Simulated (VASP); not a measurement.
# TePb (Fm-3m) in VASP: a series of runs

Aim: see how the results for TePb move with the level of theory and the settings. Levels: RPBE+D4, PBE exchange alone. Tasks: single point.

Everything below comes from runs of VASP 6.6.1. Logs are shortened: lines on timing, memory, paths and dates and some standing lists are left out, and cuts for length are marked.

## Step 1: The cell of the first run

The structure is cubic, space group Fm-3m (No. 225). The conventional cell has a = 6.589 Å, b = 6.589 Å, c = 6.589 Å, α = 90.00°, β = 90.00°, γ = 90.00°. Pb (site symmetry m-3m) has 6 Te at 3.29 Å within 4.3 Å. Within 4.3 Å of Te (site symmetry m-3m) lie 6 Pb at 3.29 Å.

## Step 2: Single point, RPBE+D4

The input, INCAR:

```
PREC = Accurate ; ENCUT = 520
EDIFF = 1E-6 ; ISMEAR = -1
SIGMA = 0.05 ; LREAL = False
LASPH = True ; NELM = 60
ALGO = Normal ; ISIF = 2
LWAVE = False ; LCHARG = True
GGA = RP ; IVDW = 13
LELF = True ; LVHAR = True
NBANDS = 17
```

The input, KPOINTS:

```
regular mesh
0
Gamma
  7 7 7
```

The input, POSCAR:

```
TePb
1.0
    0.0000000000      3.2943690292      3.2943690292
    3.2943690292      0.0000000000      3.2943690292
    3.2943690292      3.2943690292      0.0000000000
Pb Te
1 1
Direct
    0.0000000000      0.0000000000      0.0000000000
    0.5000000000      0.5000000000      0.5000000000
```

Potentials or basis: VASP PAW PBE potentials, release 64 (Pb_d, Te).

Command:

```console
$ cat potpaw_PBE.64/Pb_d/POTCAR potpaw_PBE.64/Te/POTCAR > POTCAR
$ mpirun -np 1 vasp_std > vasp.out
```

OUTCAR:

```text
PREC = Accurate
   ENCUT = 520
   EDIFF = 1E-6
   ISMEAR = -1
   LREAL = False
   LASPH = True
   NELM = 60
   ISIF = 2
   GGA = RP
   IVDW = 13

 ion  position               nearest neighbor table
   1  0.000  0.000  0.000-   2 3.29   2 3.29   2 3.29   2 3.29   2 3.29   2 3.29
   2  0.500  0.500  0.500-   1 3.29   1 3.29   1 3.29   1 3.29   1 3.29   1 3.29

  LATTYP: Found a face centered cubic cell.
 ALAT       =     6.5887380584

  Lattice vectors:

 A1 = (   0.0000000000,   3.2943690292,   3.2943690292)
 A2 = (   3.2943690292,   0.0000000000,   3.2943690292)
 A3 = (   3.2943690292,   3.2943690292,   0.0000000000)

Analysis of symmetry for initial positions (statically):
=====================================================================
 Subroutine PRICEL returns:
 Original cell was already a primitive cell.

 Routine SETGRP: Setting up the symmetry group for a
 face centered cubic supercell.

 Subroutine GETGRP returns: Found 48 space group operations
[... 9 lines left out ...]

 Routine SETGRP: Setting up the symmetry group for a
 face centered cubic supercell.

 Subroutine GETGRP returns: Found 48 space group operations
[... 11 lines left out ...]
                                     Primitive cell

  volume of cell :      71.5067

  direct lattice vectors                    reciprocal lattice vectors
     0.000000000  3.294369029  3.294369029    -0.151774132  0.151774132  0.151774132
     3.294369029  0.000000000  3.294369029     0.151774132 -0.151774132  0.151774132
     3.294369029  3.294369029  0.000000000     0.151774132  0.151774132 -0.151774132

  length of vectors
     4.658941361  4.658941361  4.658941361     0.262880508  0.262880508  0.262880508

  position of ions in fractional coordinates (direct lattice)
     0.000000000  0.000000000  0.000000000
     0.500000000  0.500000000  0.500000000

  ion indices of the primitive-cell ions
   primitive index   ion index
                 1           1
                 2           2

----------------------------------------------------------------------------------------

 KPOINTS: regular mesh

Automatic generation of k-mesh.
 Grid dimensions read from file:
 generate k-points for:    7    7    7

 Generating k-lattice:

  Cartesian coordinates                     Fractional coordinates (reciprocal lattice)
    -0.021682019  0.021682019  0.021682019     0.142857143  0.000000000  0.000000000
     0.021682019 -0.021682019  0.021682019     0.000000000  0.142857143  0.000000000
     0.021682019  0.021682019 -0.021682019     0.000000000  0.000000000  0.142857143

  Length of vectors
     0.037554358  0.037554358  0.037554358

  Shift w.r.t. Gamma in fractional coordinates (k-lattice)
     0.000000000  0.000000000  0.000000000

 Subroutine IBZKPT returns following result:
 ===========================================

 Found     20 irreducible k-points:

 Following reciprocal coordinates:
            Coordinates               Weight
  0.000000  0.000000  0.000000      1.000000
  0.142857  0.000000  0.000000      8.000000
  0.285714  0.000000  0.000000      8.000000
  0.428571  0.000000  0.000000      8.000000
  0.142857  0.142857  0.000000      6.000000
  0.285714  0.142857  0.000000     24.000000
[... 12 lines left out ...]
 -0.428571  0.428571  0.142857     24.000000
 -0.285714  0.428571  0.142857     24.000000
   k-points           NKPTS =     20   k-points in BZ     NKDIM =     20   number of bands    NBANDS=     17
   number of dos      NEDOS =    301   number of ions     NIONS =      2
   total plane-waves  NPLWV =  46656
   dimension x,y,z NGX =    36 NGY =   36 NGZ =   36
   dimension x,y,z NGXF=    72 NGYF=   72 NGZF=   72
   ions per type =               1   1
   NGX,Y,Z   is equivalent  to a cutoff of  12.85, 12.85, 12.85 a.u.
   NGXF,Y,Z  is equivalent  to a cutoff of  25.69, 25.69, 25.69 a.u.
 SYSTEM =  unknown system
   PREC   = accura    normal or accurate (medium, high low for compatibility)
   ISTART =      0    job   : 0-new  1-cont  2-samecut
   ICHARG =      2    charge: 1-file 2-atom 10-const
   ISPIN  =      1    spin polarized calculation?
   LNONCOLLINEAR =      F non collinear calculations
   LSORBIT =      F    spin-orbit coupling
   LASPH  =      T    aspherical Exc in radial PAW
   ENCUT  =  520.0 eV  38.22 Ry    6.18 a.u.   8.66  8.66  8.66*2*pi/ulx,y,z
   NELM   =     60;   NELMIN=  2; NELMDL= -5     # of ELM steps
   EDIFF  = 0.1E-05   stopping-criterion for ELM
   LREAL  =      F    real-space projection
   EDIFFG = 0.1E-04   stopping-criterion for IOM
   NSW    =      0    number of steps for IOM
   IBRION =     -1    ionic relax: 0-MD 1-quasi-New 2-CG
   NFREE  =      0    steps in history (QN), initial steepest desc. (CG)
   ISIF   =      2    stress and relaxation
   ISYM   =      2    0-nonsym 1-usesym 2-fastsym
   POTIM  = 0.5000    time-step for ionic-motion
   TEBEG  =    0.0;   TEEND  =   0.0 temperature during run
   PSTRESS=    0.0 pullay stress
   NELECT =      20.0000    total number of electrons
   NUPDOWN=      -1.0000    fix difference up-down
   EMIN   =  10.00;   EMAX   =-10.00  energy-range for DOS
   EFERMI =   0.00;   METHOD = LEGACY
   ISMEAR =    -1;   SIGMA  =   0.05  broadening in eV -4-tet -1-fermi 0-gaus
   EFERMI_NEDOS =   21; number of points for ismear=-14 and -15
   IALGO  =     38    algorithm
   IMIX   =      4    mixing-type and parameters
     AMIX     =   0.40;   BMIX     =  1.00
     AMIX_MAG =   1.60;   BMIX_MAG =  1.00
  volume/ion in A,a.u.               =      35.75       241.28
  Fermi-wavevector in a.u.,A,eV,Ry     =   1.070621  2.023181 15.595408  1.146230
  Thomas-Fermi vector in A             =   2.206337
   LORBIT       =      0    0 simple, 1 ext, 2 COOP (PROOUT), +10 PAW based schemes
   GGA     = RP    functional components
   LHFCALC =     F    Hartree Fock is set to
   AEXX    =    0.0000 exact exchange contribution
   IVDW    =    13    specifies the selected vdW correction
   LEPSILON=     F    determine dielectric tensor
   LRPA    =     F    only Hartree local field effects (RPA)
 non-spin polarized calculation
  energy-cutoff  :      520.00
  volume of cell :       71.51
 maximum number of plane-waves:      1948
   NGX = 17   NGY = 17   NGZ = 17

 number of electron      19.9999998 magnetization

 Free energy of the ion-electron system (eV)
  ---------------------------------------------------
  ext. energy  EPLUGINS =         0.00000000
  ---------------------------------------------------
  free energy    TOTEN  =        -6.83590960 eV

  energy without entropy =       -6.83590883  energy(sigma->0) =       -6.83590922

 E-fermi :   5.5133     XC(G=0):  -8.9019

 val. band max:        4.9266373406   @ k =   0.4286   0.0000   0.0000
 cond. band min:       6.0769642432   @ k =   0.4286   0.0000   0.0000
 fundamental gap:      1.1503269026
 Fermi energy:         5.5132609433

 k-point     1 :       0.0000    0.0000    0.0000
  band No.  band energies     occupation
      1     -11.6970      2.00000
      2     -11.6970      2.00000
      3     -11.6955      2.00000
      4     -11.6955      2.00000
      5     -11.6955      2.00000
      6      -6.5179      2.00000
[... 9 lines left out ...]
     16      10.9678      0.00000
     17      12.4935      0.00000

 k-point     2 :       0.1429    0.0000    0.0000
  band No.  band energies     occupation
      1     -11.6990      2.00000
      2     -11.6990      2.00000
      3     -11.6951      2.00000
      4     -11.6930      2.00000
      5     -11.6930      2.00000
      6      -6.3579      2.00000
[... 9 lines left out ...]
     16      11.3268      0.00000
     17      13.6375      0.00000

 k-point     3 :       0.2857    0.0000    0.0000
  band No.  band energies     occupation
      1     -11.7039      2.00000
      2     -11.7039      2.00000
      3     -11.6940      2.00000
      4     -11.6871      2.00000
      5     -11.6871      2.00000
      6      -5.9092      2.00000
[... 9 lines left out ...]
     16      12.3064      0.00000
     17      15.5837      0.00000

 k-point     4 :       0.4286    0.0000    0.0000
  band No.  band energies     occupation
      1     -11.7079      2.00000
      2     -11.7079      2.00000
      3     -11.6933      2.00000
      4     -11.6823      2.00000
      5     -11.6823      2.00000
      6      -5.3521      2.00000
[... 9 lines left out ...]
     16      13.7542      0.00000
     17      14.9124      0.00000

 k-point     5 :       0.1429    0.1429    0.0000
  band No.  band energies     occupation
      1     -11.7030      2.00000
      2     -11.6969      2.00000
      3     -11.6954      2.00000
      4     -11.6920      2.00000
      5     -11.6920      2.00000
      6      -6.3056      2.00000
[... 9 lines left out ...]
     16      11.9209      0.00000
     17      12.8851      0.00000

 k-point     6 :       0.2857    0.1429    0.0000
  band No.  band energies     occupation
      1     -11.7094      2.00000
      2     -11.6975      2.00000
      3     -11.6965      2.00000
      4     -11.6882      2.00000
      5     -11.6861      2.00000
      6      -5.9565      2.00000
[... 9 lines left out ...]
     16      12.9314      0.00000
     17      14.1891      0.00000
[... 201 lines left out ...]
 k-point    17 :       0.4286    0.2857    0.1429
  band No.  band energies     occupation
      1     -11.7161      2.00000
      2     -11.6983      2.00000
      3     -11.6959      2.00000
      4     -11.6839      2.00000
      5     -11.6835      2.00000
      6      -5.5642      2.00000
[... 9 lines left out ...]
     16      13.8550      0.00000
     17      14.6880      0.00000

 k-point    18 :      -0.4286    0.2857    0.1429
  band No.  band energies     occupation
      1     -11.7195      2.00000
      2     -11.7012      2.00000
      3     -11.6916      2.00000
      4     -11.6855      2.00000
      5     -11.6799      2.00000
      6      -5.1217      2.00000
[... 9 lines left out ...]
     16      14.4237      0.00000
     17      15.3084      0.00000

 k-point    19 :      -0.4286    0.4286    0.1429
  band No.  band energies     occupation
      1     -11.7311      2.00000
      2     -11.6976      2.00000
      3     -11.6941      2.00000
      4     -11.6812      2.00000
      5     -11.6768      2.00000
      6      -5.0410      2.00000
[... 9 lines left out ...]
     16      15.0484      0.00000
     17      15.9219      0.00000

 k-point    20 :      -0.2857    0.4286    0.1429
  band No.  band energies     occupation
      1     -11.7267      2.00000
      2     -11.6981      2.00000
      3     -11.6918      2.00000
      4     -11.6865      2.00000
      5     -11.6769      2.00000
      6      -4.9297      2.00000
[... 9 lines left out ...]
     16      15.3233      0.00000
     17      15.6323      0.00000

------------------------ aborting loop because EDIFF is reached ----------------------------------------

  DFT-D4 for vdW energy calculation

  Edisp (eV):   -1.46769

  FORCE on cell =-STRESS in cart. coord.  units (eV):
  Direction    XX          YY          ZZ          XY          YZ          ZX
  --------------------------------------------------------------------------------------
  -------------------------------------------------------------------------------------
  Total       0.42213     0.42213     0.42213     0.00000     0.00000     0.00000
  in kB       9.45833     9.45833     9.45833     0.00000     0.00000     0.00000
  external pressure =        9.46 kB  Pullay stress =        0.00 kB

 VOLUME and BASIS-vectors are now :
 -----------------------------------------------------------------------------
  energy-cutoff  :      520.00
  volume of cell :       71.51
      direct lattice vectors                 reciprocal lattice vectors
     0.000000000  3.294369029  3.294369029    -0.151774132  0.151774132  0.151774132
     3.294369029  0.000000000  3.294369029     0.151774132 -0.151774132  0.151774132
     3.294369029  3.294369029  0.000000000     0.151774132  0.151774132 -0.151774132

 POSITION                                       TOTAL-FORCE (eV/Angst)
 -----------------------------------------------------------------------------------
      0.00000      0.00000      0.00000         0.000000      0.000000      0.000000
      3.29437      3.29437      3.29437        -0.000000      0.000000      0.000000
 -----------------------------------------------------------------------------------
    total drift:                               -0.000000      0.000000      0.000000

  FREE ENERGIE OF THE ION-ELECTRON SYSTEM (eV)
  ---------------------------------------------------
  free  energy   TOTEN  =        -8.3036029007 eV

  energy  without entropy=       -8.3036021317  energy(sigma->0) =       -8.30360252
```

Run time: 33 s. Hardware: 1 thread of Intel Xeon 6975P-C, shared host; peak memory 0.21 GiB.

Results:

```yaml
Free_energy: -8.3036 eV
Pressure: 0.9 GPa
Dispersion_energy_per_atom: -0.734 eV
```

Caveat: this odd mesh misses L, where the gap lies, so gap, dielectric constants and Born charges aren't listed; the PAW data sets were made with another functional, which shifts forces and pressure a little; spin-orbit coupling is left out, which moves the levels of the heavy elements.

## Step 3: Single point, PBE exchange alone

The input, INCAR:

```
SYSTEM = TePb
PREC = Accurate ; ENCUT = 520
EDIFF = 1E-6 ; ISMEAR = -1
SIGMA = 0.05 ; LREAL = .False.
LASPH = .True. ; NELM = 80
ALGO = Normal ; ISIF = 2
LWAVE = .False. ; LCHARG = .True.
GGA = PE ; ALDAC = 0.0
AGGAC = 0.0 ; LELF = .True.
LVHAR = .True. ; NBANDS = 17
```

The input, KPOINTS:

```
regular mesh
0
Gamma
  7 7 7
  0 0 0
```

POSCAR is that of step 2.

Potentials or basis: VASP PAW PBE potentials, release 64 (Pb_d, Te).

Command:

```console
$ cat potpaw_PBE.64/Pb_d/POTCAR potpaw_PBE.64/Te/POTCAR > POTCAR
$ mpirun -np 1 vasp_std > vasp.out
```

OUTCAR:

```text
SYSTEM = TePb
   PREC = Accurate
   ENCUT = 520
   EDIFF = 1E-6
   ISMEAR = -1
   LREAL = .False.
   LASPH = .True.
   NELM = 80
   ISIF = 2
   GGA = PE

 ion  position               nearest neighbor table
   1  0.000  0.000  0.000-   2 3.29   2 3.29   2 3.29   2 3.29   2 3.29   2 3.29
   2  0.500  0.500  0.500-   1 3.29   1 3.29   1 3.29   1 3.29   1 3.29   1 3.29

  LATTYP: Found a face centered cubic cell.
 ALAT       =     6.5887380584

  Lattice vectors:

 A1 = (   0.0000000000,   3.2943690292,   3.2943690292)
 A2 = (   3.2943690292,   0.0000000000,   3.2943690292)
 A3 = (   3.2943690292,   3.2943690292,   0.0000000000)

Analysis of symmetry for initial positions (statically):
=====================================================================
 Subroutine PRICEL returns:
 Original cell was already a primitive cell.

 Routine SETGRP: Setting up the symmetry group for a
 face centered cubic supercell.

 Subroutine GETGRP returns: Found 48 space group operations
[... 9 lines left out ...]

[... 145 lines left out ...]
  free energy    TOTEN  =        -5.19530144 eV

  energy without entropy =       -5.19530076  energy(sigma->0) =       -5.19530110

 E-fermi :   6.8735     XC(G=0):  -7.4473

 val. band max:        6.2791609922   @ k =   0.4286   0.0000   0.0000
 cond. band min:       7.4445629442   @ k =   0.4286   0.0000   0.0000
 fundamental gap:      1.1654019520
 Fermi energy:         6.8734745020

 k-point     1 :       0.0000    0.0000    0.0000
  band No.  band energies     occupation
      1     -10.1252      2.00000
      2     -10.1252      2.00000
      3     -10.1186      2.00000
      4     -10.1186      2.00000
      5     -10.1186      2.00000
      6      -5.1895      2.00000
[... 377 lines left out ...]
      4     -10.1094      2.00000
      5     -10.0993      2.00000
      6      -3.5958      2.00000
[... 9 lines left out ...]
     16      16.7890      0.00000
     17      17.1371      0.00000

------------------------ aborting loop because EDIFF is reached ----------------------------------------

  FORCE on cell =-STRESS in cart. coord.  units (eV):
  Direction    XX          YY          ZZ          XY          YZ          ZX
  --------------------------------------------------------------------------------------
  -------------------------------------------------------------------------------------
  Total        3.0556866      3.0556866      3.0556866      0.0000000      0.0000000     -0.0000000
  in kB       68.4656377     68.4656377     68.4656377      0.0000000      0.0000000     -0.0000000
  external PRESSURE =      68.4656377 kB  Pullay stress =       0.0000000 kB

 VOLUME and BASIS-vectors are now :
 -----------------------------------------------------------------------------
  energy-cutoff  :      520.00
  volume of cell :       71.51
      direct lattice vectors                 reciprocal lattice vectors
     0.000000000  3.294369029  3.294369029    -0.151774132  0.151774132  0.151774132
     3.294369029  0.000000000  3.294369029     0.151774132 -0.151774132  0.151774132
     3.294369029  3.294369029  0.000000000     0.151774132  0.151774132 -0.151774132

 POSITION                                       TOTAL-FORCE (eV/Angst)
 -----------------------------------------------------------------------------------
      0.00000      0.00000      0.00000         0.000000      0.000000     -0.000000
      3.29437      3.29437      3.29437        -0.000000      0.000000      0.000000
 -----------------------------------------------------------------------------------
    total drift:                               -0.000000      0.000000      0.000000

  FREE ENERGIE OF THE ION-ELECTRON SYSTEM (eV)
  ---------------------------------------------------
  free  energy   TOTEN  =        -5.1953014410 eV

  energy  without entropy=       -5.1953007637  energy(sigma->0) =       -5.19530110
```

It took 26 s on 1 thread of Intel Xeon 6975P-C, shared host; peak memory 0.21 GiB.

Results:

* Free energy: -5.1953 eV
* Pressure: 6.8 GPa

Levels at points of the mesh, in eV from the Fermi level:
| k point | band 8 | band 9 | band 10 | band 11 | band 12 | band 13 |
| --- | --- | --- | --- | --- | --- | --- |
| (0.00, 0.00, 0.00) | -1.66 | -1.66 | -1.66 | 3.43 | 3.43 | 3.43 |

Caveat: this odd mesh misses L, where the gap lies, so gap, dielectric constants and Born charges aren't listed; spin-orbit coupling is left out, which moves the levels of the heavy elements.
